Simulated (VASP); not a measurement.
Write the native input for VASP 6.6.1 that does the following.

- Task: single point
- Functional: PBEsol
- Potentials or basis: VASP PAW PBE potentials, release 64 (Al, Ga_d, N)
- Cutoff: 520 eV
- k mesh: 2 × 2 × 2, shifted
- Occupations: gaussian, width 0.02 eV
- Spin: no spin polarisation
- Dipole correction: no
- Further INCAR settings: LREAL = Auto; ALGO = Normal; EDIFF = 1e-07; NBANDS = 181

The structure of AlGa17N18 (a cell with a defect) lies in POSCAR:

```
AlGa17N18
1.0
   -4.7742026332      2.7563871754      5.1851995025
    0.0000000000     -5.5127743508      5.1851995025
    4.7742026331      2.7563871755      5.1851995025
Al Ga N
1 17 18
Direct
    0.3881808003      0.7215141336      0.3881808003
    0.7212905517      0.3892023081      0.3885567296
    0.0558689748      0.7218900629      0.7212905517
    0.0558689748      0.0546238850      0.3885567296
    0.3885567296      0.3892023081      0.7212905517
    0.7212905517      0.7218900629      0.0558689748
    0.7219520950      0.0552854284      0.7219520950
    0.0554396774      0.3887730107      0.0554396774
    0.3885567296      0.0546238850      0.0558689748
    0.7759259535      0.7773784152      0.4440450818
    0.1116618008      0.4449951341      0.4445632753
    0.4440450818      0.7773784152      0.7759259535
    0.4440450818      0.1092592868      0.4440450818
    0.7775720876      0.4442060047      0.7775720876
    0.1116618008      0.7778966087      0.1116618008
    0.1108726713      0.1109054210      0.7775720876
    0.4445632753      0.4449951341      0.1116618008
    0.7775720876      0.1109054210      0.1108726713
    0.5107772342      0.8441105675      0.5107772342
    0.8478899995      0.5141508915      0.5141849130
    0.1808175581      0.8475182463      0.8478899995
    0.1808175581      0.1812233328      0.5141849130
    0.5141849130      0.5141508915      0.8478899995
    0.8478899995      0.8475182463      0.1808175581
    0.8475397437      0.1808730770      0.8475397437
    0.1809916242      0.5143249575      0.1809916242
    0.5141849130      0.1812233328      0.1808175581
    0.5660458740      0.5732593538      0.2399260205
    0.9030989964      0.2364323297      0.2365954142
    0.2399260205      0.5732593538      0.5660458740
    0.2399260205      0.8993792073      0.2399260205
    0.5694311550      0.2357612328      0.5694311550
    0.9030989964      0.5699287475      0.9030989964
    0.9024278995      0.9027644883      0.5694311550
    0.2365954142      0.2364323297      0.9030989964
    0.5694311550      0.9027644883      0.9024278995
```

These files were run (other wordings do the same):

INCAR

```
PREC = Accurate
ENCUT = 520
EDIFF = 1E-7
ISMEAR = 0
SIGMA = 0.02
LREAL = Auto
LASPH = T
NELM = 60
ALGO = Normal
ISIF = 2
LWAVE = F
LCHARG = F
GGA = PS
NBANDS = 181
```

KPOINTS

```
Automatic mesh
0
Gamma
  2 2 2
  0.5 0.5 0.5
```

Potentials or basis: VASP PAW PBE potentials, release 64 (Al, Ga_d, N).

Command:

```console
$ cat potpaw_PBE.64/Al/POTCAR potpaw_PBE.64/Ga_d/POTCAR potpaw_PBE.64/N/POTCAR > POTCAR
$ mpirun -np 1 vasp_std > vasp.out
```

It gave:

```
Pressure               : -1.1 GPa
Largest force          : 0.033 eV/Å
Band gap on the k mesh : 3.31 eV
```

Caveat: the PAW data sets were made with another functional, which shifts forces and pressure a little.

Run time: 9.8 min on 1 thread of Intel(R) Xeon(R) Platinum 8375C CPU @ 2.90GHz (Ice Lake), on a shared host, peak memory 0.47 GiB.
